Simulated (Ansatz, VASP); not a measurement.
Two plane-wave programs on C

INCAR

```
ALGO = Normal ; EDIFF = 1E-6
ENCUT = 520 ; GGA = PE
ISIF = 2 ; ISMEAR = 0
IVDW = 12 ; LASPH = T
LCHARG = F ; LREAL = F
LWAVE = F ; NBANDS = 11
NELM = 60 ; PREC = Accurate
SIGMA = 0.05
```

KPOINTS

```
k-points
0
Gamma
  15 15 15
```

Contents of POSCAR:

```
C
1.0
    1.2324984681      0.7115833223      3.3613878357
   -1.2324984681      0.7115833223      3.3613878357
    0.0000000000     -1.4231666447      3.3613878357
C
2
Direct
    0.1806926614      0.1806926614      0.1596129093
    0.8193073386      0.8193073386      0.8403870907
```

Input for Ansatz:

```yaml
crystal:
  lattice:
    - [1.2324984681, 0.7115833223, 3.3613878357]
    - [-1.2324984681, 0.7115833223, 3.3613878357]
    - [0.0, -1.4231666447, 3.3613878357]
  atoms:
    - { symbol: C, position: [0.1806926614, 0.1806926614, 0.1596129093] }
    - { symbol: C, position: [0.8193073386, 0.8193073386, 0.8403870907] }
basis:
  ecutwfc: 520.0
kpoints:
  mp_grid: { grid: [15, 15, 15] }
hamiltonian:
  xc: pbe
  dispersion: d3bj
scf:
  occupations: { method: gaussian, width: 0.05 }
output:
  forces: true
  stress: true
  eigenvalues: true
```

Change from the starting cell: mode 4 frozen in at +0.071 Å and mode 6 at +0.030 Å (largest displacements).

Alike in both runs: task single point; functional PBE; dispersion D3(BJ); k mesh 15 × 15 × 15; occupations gaussian, width 0.05 eV; no spin polarisation.

|  | VASP | Ansatz |
| --- | --- | --- |
| version | VASP 6.6.1 | Ansatz 0.2.0 |
| potentials or method | VASP PAW PBE potentials, release 64 (C), cutoff 520 eV | scalar-relativistic, plane waves, PAW |
| valence electrons in the cell | 8 | 8 |

Ansatz gave:

```
gap on the k mesh at the Fermi level (eV)                     : 0.20
least direct gap on the mesh (eV)                             : 0.20
pressure (GPa)                                                : 0.4
traceless stress, the component that is largest in VASP (GPa) : 6.39
rms of the force components (eV/Å)                            : 2.119
```

Task: Which values does VASP return?

Result: gap on the k mesh at the Fermi level (eV): 0.20; least direct gap on the mesh (eV): 0.20; pressure (GPa): 0.8; traceless stress, the component that is largest in VASP (GPa): 6.77; rms of the force components (eV/Å): 2.119.

Atom by atom the forces differ by 0.006 eV/Å (rms over components).
